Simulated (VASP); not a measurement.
# Cd4Se (P-4m2) in VASP: a series of runs

Cd4Se is run at these levels: PBE; tasks: single point, relaxation of cell and atoms.

Everything below comes from runs of VASP 6.6.1. Logs are shortened: lines on timing, memory, paths and dates and some standing lists are left out, and cuts for length are marked.

## 1. The cell of the first run

It takes space group P-4m2 (No. 115, tetragonal). Conventional cell: a = 4.288 Å, b = 4.288 Å, c = 7.897 Å, α = 90.00°, β = 90.00°, γ = 90.00°. Within 3.6 Å of Cd (site symmetry 2mm) lie 2 Se at 2.74 Å and 4 Cd at 3.11 Å. Cd (site symmetry -4m2) has 8 Cd at 3.03 to 3.11 Å and 2 Se at 3.95 Å within 4.0 Å. Within 4.0 Å of Cd (site symmetry -4m2) lie 8 Cd at 3.03 to 3.11 Å. Within 3.6 Å of Se (site symmetry -4m2) lie 4 Cd at 2.74 Å.

## 2. Single point, PBE (29.05 Å³/atom)

Contents of INCAR:

```
PREC     = Accurate       # precision mode
ENCUT    = 500            # plane-wave cutoff, eV
EDIFF    = 1E-6           # SCF threshold, eV
ISMEAR   = 0              # smearing method
SIGMA    = 0.1            # smearing width, eV
LREAL    = F              # projectors in reciprocal space
LASPH    = T              # aspherical terms in the spheres
NELM     = 120            # most SCF steps
ALGO     = Normal         # electronic algorithm
ISIF     = 2              # what is computed and relaxed
LWAVE    = F              # write WAVECAR
LCHARG   = F              # write CHGCAR
GGA      = PE             # functional
NBANDS   = 35             # bands
GGA_COMPAT= F
```

Contents of KPOINTS:

```
regular mesh
0
Gamma
  8 8 4
```

Contents of POSCAR:

```
Cd4Se
1.0
    4.2883253997      0.0000000000      0.0000000000
    0.0000000000      4.2883253997      0.0000000000
    0.0000000000      0.0000000000      7.8971360054
Cd Se
4 1
Direct
    0.5000000000      0.0000000000      0.7846580949
    0.0000000000      0.5000000000      0.2153419051
    0.0000000000      0.0000000000      0.5000000000
    0.5000000000      0.5000000000      0.5000000000
    0.0000000000      0.0000000000      0.0000000000
```

Potentials or basis: VASP PAW PBE potentials, release 64 (Cd, Se).

Started as:

```bash
$ cat potpaw_PBE.64/Cd/POTCAR potpaw_PBE.64/Se/POTCAR > POTCAR
$ mpirun -np 1 vasp_std > vasp.out
```

OUTCAR:

```text
PREC = Accurate
   ENCUT = 500
   EDIFF = 1E-6
   ISMEAR = 0
   LREAL = F
   LASPH = T
   NELM = 120
   ISIF = 2
   GGA = PE

 ion  position               nearest neighbor table
   1  0.500  0.000  0.785-   5 2.74   5 2.74   3 3.11   4 3.11   3 3.11   4 3.11
   2  0.000  0.500  0.215-   5 2.74   5 2.74   3 3.11   3 3.11   4 3.11   4 3.11
   3  0.000  0.000  0.500-   4 3.03   4 3.03   4 3.03   4 3.03   2 3.11   1 3.11   1 3.11   2 3.11

   4  0.500  0.500  0.500-   3 3.03   3 3.03   3 3.03   3 3.03   2 3.11   2 3.11   1 3.11   1 3.11

   5  0.000  0.000  0.000-   1 2.74   2 2.74   2 2.74   1 2.74

  LATTYP: Found a simple tetragonal cell.
 ALAT       =     4.2883253997
 C/A-ratio  =     1.8415430895

  Lattice vectors:

 A1 = (   4.2883253997,   0.0000000000,   0.0000000000)
 A2 = (   0.0000000000,   4.2883253997,   0.0000000000)
 A3 = (   0.0000000000,   0.0000000000,   7.8971360054)

Analysis of symmetry for initial positions (statically):
=====================================================================
 Subroutine PRICEL returns:
 Original cell was already a primitive cell.

 Routine SETGRP: Setting up the symmetry group for a
 simple tetragonal supercell.

 Subroutine GETGRP returns: Found  8 space group operations
 (whereof  8 operations were pure point group operations)
 out of a pool of 16 trial point group operations.

The static configuration has the point symmetry D_2d.

Analysis of symmetry for dynamics (positions and initial velocities):
=====================================================================
 Subroutine PRICEL returns:
 Original cell was already a primitive cell.

 Routine SETGRP: Setting up the symmetry group for a
 simple tetragonal supercell.

 Subroutine GETGRP returns: Found  8 space group operations
 (whereof  8 operations were pure point group operations)
 out of a pool of 16 trial point group operations.

The dynamic configuration has the point symmetry D_2d.

 Subroutine INISYM returns: Found  8 space group operations
 (whereof  8 operations are pure point group operations),
 and found     1 'primitive' translations

----------------------------------------------------------------------------------------

                                     Primitive cell

  volume of cell :     145.2262

  direct lattice vectors                    reciprocal lattice vectors
[... 89 lines left out ...]
   LSORBIT =      F    spin-orbit coupling
   LASPH  =      T    aspherical Exc in radial PAW
   ENCUT  =  500.0 eV  36.75 Ry    6.06 a.u.   7.82  7.82 14.40*2*pi/ulx,y,z
   NELM   =    120;   NELMIN=  2; NELMDL= -5     # of ELM steps
   EDIFF  = 0.1E-05   stopping-criterion for ELM
   LREAL  =      F    real-space projection
   EDIFFG = 0.1E-04   stopping-criterion for IOM
   NSW    =      0    number of steps for IOM
   IBRION =     -1    ionic relax: 0-MD 1-quasi-New 2-CG
   NFREE  =      0    steps in history (QN), initial steepest desc. (CG)
   ISIF   =      2    stress and relaxation
   ISYM   =      2    0-nonsym 1-usesym 2-fastsym
   POTIM  = 0.5000    time-step for ionic-motion
   TEBEG  =    0.0;   TEEND  =   0.0 temperature during run
   PSTRESS=    0.0 pullay stress
   NELECT =      54.0000    total number of electrons
   NUPDOWN=      -1.0000    fix difference up-down
   EMIN   =  10.00;   EMAX   =-10.00  energy-range for DOS
   EFERMI =   0.00;   METHOD = LEGACY
   ISMEAR =     0;   SIGMA  =   0.10  broadening in eV -4-tet -1-fermi 0-gaus
   EFERMI_NEDOS =   21; number of points for ismear=-14 and -15
   IALGO  =     38    algorithm
   IMIX   =      4    mixing-type and parameters
     AMIX     =   0.40;   BMIX     =  1.00
     AMIX_MAG =   1.60;   BMIX_MAG =  1.00
  volume/ion in A,a.u.               =      29.05       196.01
  Fermi-wavevector in a.u.,A,eV,Ry     =   1.177220  2.224624 18.855600  1.385848
  Thomas-Fermi vector in A             =   2.313571
   LORBIT       =      0    0 simple, 1 ext, 2 COOP (PROOUT), +10 PAW based schemes
   GGA     = PE    functional components
   LHFCALC =     F    Hartree Fock is set to
   AEXX    =    0.0000 exact exchange contribution
   IVDW    =     0    specifies the selected vdW correction
   LEPSILON=     F    determine dielectric tensor
   LRPA    =     F    only Hartree local field effects (RPA)
 non-spin polarized calculation
 Gauss-broadening in eV      SIGMA  =   0.10
  energy-cutoff  :      500.00
  volume of cell :      145.23
 maximum number of plane-waves:      3728
 NGX is ok and might be reduce to    32
   NGX = 15   NGY = 15   NGZ = 29

 number of electron      53.9999988 magnetization

 Free energy of the ion-electron system (eV)
  ---------------------------------------------------
  ext. energy  EPLUGINS =         0.00000000
  ---------------------------------------------------
  free energy    TOTEN  =        -7.03446602 eV

  energy without entropy =       -7.02896290  energy(sigma->0) =       -7.03171446

 E-fermi :   1.4677     XC(G=0):  -9.1241

 val. band max:        1.4311915701   @ k =   0.5000   0.5000   0.5000
 cond. band min:       1.4868454384   @ k =   0.3750   0.3750   0.5000
 fundamental gap:      0.0556538683
 Fermi energy:         1.4677410652

 k-point     1 :       0.0000    0.0000    0.0000
  band No.  band energies     occupation
      1     -11.7047      2.00000
      2      -8.1283      2.00000
      3      -8.0465      2.00000
      4      -7.8882      2.00000
      5      -7.8518      2.00000
      6      -7.8518      2.00000
[... 901 lines left out ...]
     34       7.0942      0.00000
     35       7.4573      0.00000

 [... further k-points ...]
[... 5 lines left out ...]
  --------------------------------------------------------------------------------------
  -------------------------------------------------------------------------------------
  Total       -0.6496302     -0.6496302     -0.6604146      0.0000000      0.0000000     -0.0000000
  in kB       -7.1669056     -7.1669056     -7.2858826      0.0000000      0.0000000     -0.0000000
  external PRESSURE =      -7.2065646 kB  Pullay stress =       0.0000000 kB

 VOLUME and BASIS-vectors are now :
 -----------------------------------------------------------------------------
  energy-cutoff  :      500.00
  volume of cell :      145.23
      direct lattice vectors                 reciprocal lattice vectors
     4.288325400  0.000000000  0.000000000     0.233191259  0.000000000  0.000000000
     0.000000000  4.288325400  0.000000000     0.000000000  0.233191259  0.000000000
     0.000000000  0.000000000  7.897136005     0.000000000  0.000000000  0.126628185

 POSITION                                       TOTAL-FORCE (eV/Angst)
 -----------------------------------------------------------------------------------
      2.14416      0.00000      6.19655        -0.000000     -0.000000     -0.010056
      0.00000      2.14416      1.70058         0.000000     -0.000000      0.010056
      0.00000      0.00000      3.94857         0.000000     -0.000000      0.000000
      2.14416      2.14416      3.94857         0.000000      0.000000      0.000000
      0.00000      0.00000      0.00000         0.000000     -0.000000      0.000000
 -----------------------------------------------------------------------------------
    total drift:                                0.000000      0.000000     -0.000000

  FREE ENERGIE OF THE ION-ELECTRON SYSTEM (eV)
  ---------------------------------------------------
  free  energy   TOTEN  =        -7.0344660244 eV

  energy  without entropy=       -7.0289628999  energy(sigma->0) =       -7.03171446
```

stdout:

```text
POSCAR found type information on POSCAR CdSe
 POSCAR found :  2 types and       5 ions
 scaLAPACK will be used
 LDA part: xc-table for (Slater+PW92), standard interpolation
 POSCAR, INCAR and KPOINTS ok, starting setup
 FFT: planning ... GRIDC
 FFT: planning ... GRID_SOFT
 FFT: planning ... GRID
 WAVECAR not read
 entering main loop
```

It took 2.9 min on 1 thread of AMD EPYC 7R13, shared host; peak memory 0.31 GiB.

What came out:

| Property | Result |
| --- | --- |
| Free energy | -7.0345 eV |
| Pressure | -0.7 GPa |
| Largest force | 0.010 eV/Å |
| Band gap on the k mesh | zero (bands 27 and 28 overlap by 3.31 eV) |

Forces on the atoms (eV/Å):
```
Cd   0.000  0.000 -0.010
Cd   0.000  0.000  0.010
Cd   0.000  0.000  0.000
Cd   0.000  0.000  0.000
Se   0.000  0.000  0.000
```

Levels at points of the mesh, in eV from the Fermi level:
```
           k point  band 23  band 24  band 25  band 26  band 27  band 28  band 29  band 30  band 31  band 32
(0.00, 0.00, 0.00)    -5.06    -2.00    -2.00    -0.61    -0.08     1.80     1.80     2.67     3.28     4.56
(0.50, 0.00, 0.00)    -4.62    -3.74    -3.51    -1.68    -1.14     1.31     2.41     3.73     3.86     4.41
(0.50, 0.50, 0.00)    -4.22    -3.21    -2.22    -1.98    -1.98    -1.91     0.72     1.78     1.78     2.36
(0.00, 0.00, 0.50)    -3.41    -3.23    -1.92    -1.92     1.40     1.40     1.85     2.17     3.07     5.04
(0.50, 0.00, 0.50)    -5.05    -4.22    -2.29    -1.67    -0.69     0.18     1.91     3.44     3.93     4.15
(0.50, 0.50, 0.50)    -4.18    -3.58    -2.17    -2.17    -2.09    -0.72    -0.04     1.35     2.55     2.55
```

## 3. Single point, PBE (29.89 Å³/atom)

This run uses another cell than the first one, of 29.89 Å³/atom.

Contents of INCAR:

```
PREC     = Accurate       # precision mode
ENCUT    = 500            # plane-wave cutoff, eV
EDIFF    = 1E-6           # SCF threshold, eV
ISMEAR   = 0              # smearing method
SIGMA    = 0.1            # smearing width, eV
LREAL    = False          # projectors in reciprocal space
LASPH    = True           # aspherical terms in the spheres
NELM     = 120            # most SCF steps
ALGO     = Normal         # electronic algorithm
ISIF     = 2              # what is computed and relaxed
LWAVE    = False          # write WAVECAR
LCHARG   = True           # write CHGCAR
GGA      = PE             # functional
LELF     = True           # ELF
LVHAR    = True         
NBANDS   = 35             # bands
GGA_COMPAT= False
```

Contents of KPOINTS:

```
Automatic mesh
0
Gamma
  8 8 4
```

Contents of POSCAR:

```
Cd4Se
1.0
    4.3379543919      0.0000000000      0.0000000000
    0.0000000000      4.3379543919      0.0000000000
    0.0000000000      0.0000000000      7.9422537710
Cd Se
4 1
Direct
    0.5000000000      0.0000000000      0.7852270186
    0.0000000000      0.5000000000      0.2147729814
    0.0000000000      0.0000000000      0.5000000000
    0.5000000000      0.5000000000      0.5000000000
    0.0000000000      0.0000000000      0.0000000000
```

Potentials or basis: VASP PAW PBE potentials, release 64 (Cd, Se).

Started as:

```bash
$ cat potpaw_PBE.64/Cd/POTCAR potpaw_PBE.64/Se/POTCAR > POTCAR
$ mpirun -np 1 vasp_std > vasp.out
```

Run time: 3.7 min. Hardware: 1 thread of AMD EPYC 7R13, shared host; peak memory 0.31 GiB.

The run converged. Its results:

- Free energy: -7.0050 eV
- Pressure: -1.5 GPa
- Largest force: 0.012 eV/Å
- Band gap on the k mesh: zero (bands 27 and 28 overlap by 3.30 eV)

Forces on the atoms (eV/Å):
```
Cd   0.000  0.000 -0.012
Cd   0.000  0.000  0.012
Cd   0.000  0.000  0.000
Cd   0.000  0.000  0.000
Se   0.000  0.000  0.000
```

Levels at points of the mesh, in eV from the Fermi level:
| k point | band 24 | band 25 | band 26 | band 27 | band 28 | band 29 | band 30 | band 31 |
| --- | --- | --- | --- | --- | --- | --- | --- | --- |
| (0.00, 0.00, 0.00) | -1.99 | -1.99 | -0.57 | -0.14 | 1.77 | 1.77 | 2.48 | 3.20 |
| (0.50, 0.00, 0.00) | -3.65 | -3.44 | -1.69 | -1.09 | 1.23 | 2.36 | 3.64 | 3.76 |
| (0.50, 0.50, 0.00) | -3.14 | -2.22 | -1.93 | -1.91 | -1.91 | 0.75 | 1.74 | 1.74 |
| (0.00, 0.00, 0.50) | -3.17 | -1.92 | -1.92 | 1.39 | 1.39 | 1.82 | 2.03 | 2.89 |
| (0.50, 0.00, 0.50) | -4.11 | -2.25 | -1.68 | -0.70 | 0.19 | 1.91 | 3.35 | 3.83 |
| (0.50, 0.50, 0.50) | -3.52 | -2.11 | -2.09 | -2.09 | -0.78 | 0.01 | 1.37 | 2.49 |

(Part 1 of 2 ends here.)
